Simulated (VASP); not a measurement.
Wanted: the native input for a VASP 6.6.1 run.

| Item | Value |
| --- | --- |
| Task | single point |
| Functional | LDA |
| Potentials or basis | VASP PAW LDA potentials, release 64 (Cd, Te) |
| Cutoff | 520 eV |
| k mesh | 6 × 6 × 6 |
| Occupations | gaussian, width 0.01 eV |
| Spin | no spin polarisation |
| Dipole correction | no |
| Further INCAR settings | ALGO = Normal; EDIFF = 1e-07; NBANDS = 16 |

The structure of CdTe lies in POSCAR:

```
CdTe
1.0
    0.0000000000      3.2799012126      3.2799012126
    3.2799012126      0.0000000000      3.2799012126
    3.2799012126      3.2799012126      0.0000000000
Cd Te
1 1
Direct
    0.0000000000      0.0000000000      0.0000000000
    0.2500000000      0.2500000000      0.2500000000
```

These files were run (other wordings do the same):

INCAR

```
SYSTEM = CdTe
PREC = Accurate
ENCUT = 520
EDIFF = 1E-7
ISMEAR = 0
SIGMA = 0.01
LREAL = .FALSE.
LASPH = .TRUE.
NELM = 60
ALGO = Normal
ISIF = 2
LWAVE = .FALSE.
LCHARG = .FALSE.
GGA = CA
NBANDS = 16
```

KPOINTS

```
Automatic mesh
0
G
  6 6 6
  0 0 0
```

Potentials or basis: VASP PAW LDA potentials, release 64 (Cd, Te).

Run with:

```sh
$ cat potpaw_LDA.64/Cd/POTCAR potpaw_LDA.64/Te/POTCAR > POTCAR
$ mpirun -np 1 vasp_std > vasp.out
```

It gave:

The pressure is -2.5 GPa and the band gap on the k mesh is 0.44 eV, direct.

Caveat: spin-orbit coupling is left out, which moves the levels of the heavy elements.

It took 11 s on 1 thread of Intel Xeon 6455B, on a shared host, peak memory 0.18 GiB.
